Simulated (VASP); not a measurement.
BN: single point with PBE

Crystal: BN.

```xyz
2
Lattice="-0.0162 1.7886 1.7886 1.7886 -0.0162 1.7886 1.7886 1.7886 -0.0162" Properties=species:S:1:pos:R:3 pbc="T T T"
B    -0.0004   -0.0004   -0.0004
N     0.8906    0.8906    0.8906
```

This cell differs from its parent crystal: strain along [111] -1.4%.

```
Program                : VASP 6.6.1
Task                   : single point
Functional             : PBE
Potentials or basis    : VASP PAW PBE potentials, release 64 (B, N)
Cutoff                 : 520 eV
k mesh                 : 12 × 12 × 12
Occupations            : fermi-dirac, width 0.02 eV
Spin                   : no spin polarisation
Dipole correction      : no
Further INCAR settings : ALGO = Normal; EDIFF = 1e-07; NBANDS = 11
```

The pressure is 10.6 GPa. The largest force is 0.021 eV/Å and the band gap on the k mesh is 4.43 eV, indirect (least direct gap 8.74 eV).

Forces in eV/Å, atoms in the order of the input:
```
B   -0.012 -0.012 -0.012
N    0.012  0.012  0.012
```

Stress tensor (GPa, compression positive):
```
10.56  4.32  4.32
 4.32 10.56  4.32
 4.32  4.32 10.56
```

Levels at points of the mesh, in eV from the valence-band top:
```csv
k point,band 1,band 2,band 3,band 4,band 5,band 6,band 7,band 8
"(0.00, 0.00, 0.00)",-20.48,-0.07,-0.07,0.00,8.74,8.74,9.03,10.67
"(0.50, 0.00, 0.00)",-16.22,-10.92,-1.99,-1.98,10.37,10.68,10.96,15.39
"(0.50, 0.50, 0.00)",-14.79,-9.08,-5.13,-4.95,4.43,9.30,18.14,18.14
"(0.50, 0.50, 0.50)",-16.06,-10.86,-2.13,-2.13,10.09,10.65,10.65,15.42
```

Run time: 42 s on 1 thread of Intel Xeon 6975P-C (shared host), peak memory 0.13 GiB.

Caveat: the cell differs from its parent crystal (strain along [111] -1.4%). A k mesh can miss the band edges.
